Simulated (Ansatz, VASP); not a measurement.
**One calculation of HfO2, two programs**

```
Hf O
1.0
    -2.01020    2.01020    5.31902
     2.01020   -2.01020    5.31902
     2.01020    2.01020   -5.31902
Hf O
2 4
Direct
  0.00000 0.00000 0.00000
  0.75000 0.25000 0.50000
  0.95174 0.45174 0.50000
  0.20174 0.20174 0.00000
  0.54826 0.04826 0.50000
  0.79826 0.79826 0.00000
```

Alike in both runs: functional PBE; k mesh 8 × 8 × 8; occupations gaussian, width 0.1 eV; no spin polarisation.

Ansatz relaxed the structure, and its values are those at the end. VASP's run is a single point on that final structure, the one shown.

|  | VASP | Ansatz |
| --- | --- | --- |
| version | VASP 6.6.1 | Ansatz 0.2.0 |
| potentials or method | VASP PAW PBE potentials, release 64 (Hf_pv, O), cutoff 520 eV | scalar-relativistic, plane waves, PAW |
| valence electrons in the cell | 44 | 76 |

Ansatz gave:

| Item | Value |
| --- | --- |
| gap on the k mesh at the Fermi level (eV) | 4.42 |
| least direct gap on the mesh (eV) | 4.66 |
| pressure (GPa) | 0.0 |
| rms of the force components (eV/Å) | 0.004 |

Estimate VASP's values.

gap on the k mesh at the Fermi level (eV): 4.41; least direct gap on the mesh (eV): 4.64; pressure (GPa): -2.4; rms of the force components (eV/Å): 0.019.

With one functional, cell and mesh, what is left measures potentials, basis and numerics. VASP's potentials hold 44 valence electrons a cell and Ansatz's 76, so a difference there can come from the potentials and not from the codes.

Neither program's run includes spin-orbit coupling.
